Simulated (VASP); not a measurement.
Set up this calculation in VASP 6.6.1, as the native input.

- Task: single point
- Functional: PBEsol
- Dispersion: D3(BJ)
- Potentials or basis: VASP PAW PBE potentials, release 64 (Hg)
- Cutoff: 500 eV
- k mesh: 10 × 10 × 10
- Occupations: fermi-dirac, width 0.1 eV
- Spin: no spin polarisation
- Dipole correction: no
- Further INCAR settings: ALGO = Normal; EDIFF = 1e-06; NBANDS = 12

The structure of Hg lies in POSCAR:

```
Hg
1.0
   -1.8767364350      1.8767364350      1.9168448550
    1.8767364350     -1.8767364350      1.9168448550
    1.8767364350      1.8767364350     -1.9168448550
Hg
1
Direct
    0.5000000000      0.5000000000      0.0000000000
```

The input as run:

INCAR

```
SYSTEM = Hg
ALGO = Normal
EDIFF = 1E-6
ENCUT = 500
GGA = PS
GGA_COMPAT = .FALSE.
ISIF = 2
ISMEAR = -1
IVDW = 12
LASPH = .TRUE.
LCHARG = .TRUE.
LELF = .TRUE.
LREAL = .FALSE.
LVHAR = .TRUE.
LWAVE = .FALSE.
NBANDS = 12
NELM = 120
PREC = Accurate
SIGMA = 0.1
```

KPOINTS

```
k-points
0
G
  10 10 10
  0 0 0
```

Potentials or basis: VASP PAW PBE potentials, release 64 (Hg).

The run is started by

```sh
$ cat potpaw_PBE.64/Hg/POTCAR > POTCAR
$ mpirun -np 1 vasp_std > vasp.out
```

Results of the run:

```json
{"Pressure": "-4.6 GPa", "Band gap on the k mesh": "zero (bands 6 and 7 overlap by 3.19 eV)", "Dispersion energy per atom": "-0.366 eV"}
```

Caveat: the cell stands under tension; the PAW data sets were made with another functional, which shifts forces and pressure a little; spin-orbit coupling is left out, which moves the levels of the heavy elements.

Wall time 12 s on 1 thread of Intel(R) Xeon(R) Platinum 8259CL CPU @ 2.50GHz (Skylake/Cascade Lake), on a shared host, peak memory 0.17 GiB.
